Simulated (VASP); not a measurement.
Input of a VASP 6.6.1 run:

The input INCAR:

```
SYSTEM = CsCl
ALGO = Normal
EDIFF = 1E-7
EDIFFG = -0.005
ENCUT = 500
GGA = PS
GGA_COMPAT = .False.
IBRION = 2
ISIF = 3
ISMEAR = -1
LASPH = .True.
LCHARG = .False.
LREAL = .False.
LWAVE = .False.
NELM = 120
NELMIN = 4
NSW = 80
PREC = Accurate
SIGMA = 0.02
```

File KPOINTS:

```
k-points
0
Gamma
  6 6 6
  0 0 0
```

File POSCAR:

```
CsCl
1.0
    4.2029290382      0.0000000000      0.0000000000
    0.0000000000      4.2029290382      0.0000000000
    0.0000000000      0.0000000000      4.2029290382
Cs Cl
1 1
Direct
    0.0000000000      0.0000000000      0.0000000000
    0.5000000000      0.5000000000      0.5000000000
```

Potentials or basis: VASP PAW PBE potentials, release 64 (Cs_sv, Cl).

Run with:

```console
$ cat potpaw_PBE.64/Cs_sv/POTCAR potpaw_PBE.64/Cl/POTCAR > POTCAR
$ mpirun -np 1 vasp_std > vasp.out
```

Problem. What does it give for the space group after relaxing (to 0.1 Å)?

Solution. Pm-3m (No. 221).

Problem. Predict the relaxed volume.

Solution. 33.75 Å³/atom.

Problem. Estimate the relaxed cell.

Solution. a = 4.072 Å, b = 4.072 Å, c = 4.072 Å, α = 90.00°, β = 90.00°, γ = 90.00°.

Problem. Predict the band gap on the k mesh.

Solution. 5.22 eV.

The path:
| step | energy change (eV) | largest force (eV/Å) | pressure (GPa) | volume (Å³) |
| --- | --- | --- | --- | --- |
| 1 | 0.0000 | 0.0000 | -1.38 | 74.24 |
| 2 | -0.0232 | 0.0000 | -0.80 | 70.87 |
| 3 | -0.0318 | 0.0000 | -0.08 | 67.80 |
| 4 | -0.0319 | 0.0000 | 0.01 | 67.50 |

Caveat: the PAW data sets were made with another functional, which shifts forces and pressure a little; spin-orbit coupling is left out, which moves the levels of the heavy elements. A k mesh can miss the band edges.
